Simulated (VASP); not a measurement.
A run of VASP 6.6.1 is set up as follows.

Contents of INCAR:

```
SYSTEM = C
  ALGO = Normal
  EDIFF = 1E-6
  ENCUT = 520
  GGA = CA
  ISIF = 2
  ISMEAR = 0
  LASPH = .TRUE.
  LCHARG = .FALSE.
  LREAL = .FALSE.
  LWAVE = .FALSE.
  NBANDS = 11
  NELM = 100
  PREC = Accurate
  SIGMA = 0.05
```

File KPOINTS:

```
k-points
0
G
  12 12 12
  0 0 0
```

File POSCAR:

```
C
1.0
    0.0000000000      1.8086696381      1.7234812981
    1.8086696381      0.0000000000      1.7234812981
    1.8086696381      1.8086696381      0.0000000000
C
2
Direct
    0.5000000000      0.5000000000      0.5000000000
    0.7500000000      0.7500000000      0.7500000000
```

Potentials or basis: VASP PAW LDA potentials, release 64 (C).

Run with:

```sh
$ cat potpaw_LDA.64/C/POTCAR > POTCAR
$ mpirun -np 1 vasp_std > vasp.out
```

(1) Predict the pressure.

(2) Predict the band gap on the k mesh.

Answers

(1) -9.0 GPa.

(2) 2.94 eV, indirect (least direct gap 4.73 eV).
